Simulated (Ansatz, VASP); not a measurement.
**One calculation of MgO, two programs**

```
CELL_PARAMETERS angstrom
0.00000 2.34043 2.19137
2.34043 0.00000 2.19137
2.34043 2.34043 0.00000
ATOMIC_POSITIONS crystal
Mg 0.00000 0.00000 0.00000
O 0.25000 0.25000 0.25000
```

Change from the starting cell: epitaxial_xy strain +2.6%.

Alike in both runs: task single point; functional PBE; k mesh 10 × 10 × 10; occupations fermi-dirac, width 0.02 eV; no spin polarisation.

```csv
,VASP,Ansatz
version,VASP 6.6.1,Ansatz 0.2.0
potentials or method,"VASP PAW PBE potentials, release 64 (Mg, O)","plane waves, PAW"
plane-wave cutoff (eV),520,420
valence electrons in the cell,8,16
```

```csv
,VASP,Ansatz,Ansatz less VASP
gap on the k mesh at the Fermi level (eV),3.49,3.51,+0.017
pressure (GPa),1.9,2.3,+0.39
"traceless stress, the component that is largest in VASP (GPa)",1.24,1.21,-0.021
```

VASP's potentials hold 8 valence electrons a cell and Ansatz's 16, so a difference there can come from the potentials and not from the codes.
